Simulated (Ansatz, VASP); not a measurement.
# HgTe: VASP beside Ansatz

```
CELL_PARAMETERS angstrom
0.00000 3.35894 3.35894
3.35894 0.00000 3.35894
3.35894 3.35894 0.00000
ATOMIC_POSITIONS crystal
Hg 0.00000 0.00000 0.00000
Te 0.25000 0.25000 0.25000
```

Alike in both runs: task single point; functional PBE; k mesh 6 × 6 × 6; occupations fermi-dirac, width 0.02 eV; no spin polarisation.

```csv
,VASP,Ansatz
version,VASP 6.6.1,Ansatz 0.2.0
potentials or method,"VASP PAW PBE potentials, release 64 (Hg, Te)","plane waves, PAW"
plane-wave cutoff (eV),520,420
valence electrons in the cell,18,36
```

```csv
,VASP,Ansatz,Ansatz less VASP
pressure (GPa),-0.9,-0.9,-0.04
```

VASP's potentials hold 18 valence electrons a cell and Ansatz's 36, so a difference there can come from the potentials and not from the codes.

Spin-orbit coupling is off throughout.
